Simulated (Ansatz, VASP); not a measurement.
**Two plane-wave programs on Na**

```
CELL_PARAMETERS angstrom
-2.08458 2.08458 2.08458
2.08458 -2.08458 2.08458
2.08458 2.08458 -2.08458
ATOMIC_POSITIONS crystal
Na 0.00000 0.00000 0.00000
```

Alike in both runs: functional PBEsol; k mesh 14 × 14 × 14; occupations gaussian, width 0.1 eV; no spin polarisation.

Ansatz relaxed the structure, and its values are those at the end. VASP's run is a single point on that final structure, the one shown.

|  | VASP | Ansatz |
| --- | --- | --- |
| version | VASP 6.6.1 | Ansatz 0.2.0 |
| potentials or method | VASP PAW PBE potentials, release 64 (Na_pv), cutoff 520 eV | scalar-relativistic, plane waves, PAW |
| valence electrons in the cell | 7 | 9 |

```csv
,VASP,Ansatz,Ansatz less VASP
gap on the k mesh at the Fermi level (eV),none,none,-
pressure (GPa),0.0,0.0,+0.02
```

VASP's potentials were made for PBE, not for PBEsol. A gap of «none» marks a metal or a gap that the smearing closes. The functional is the same, so the differences come from potentials, cutoffs and numerics. VASP's potentials hold 7 valence electrons a cell and Ansatz's 9, so a difference there can come from the potentials and not from the codes.
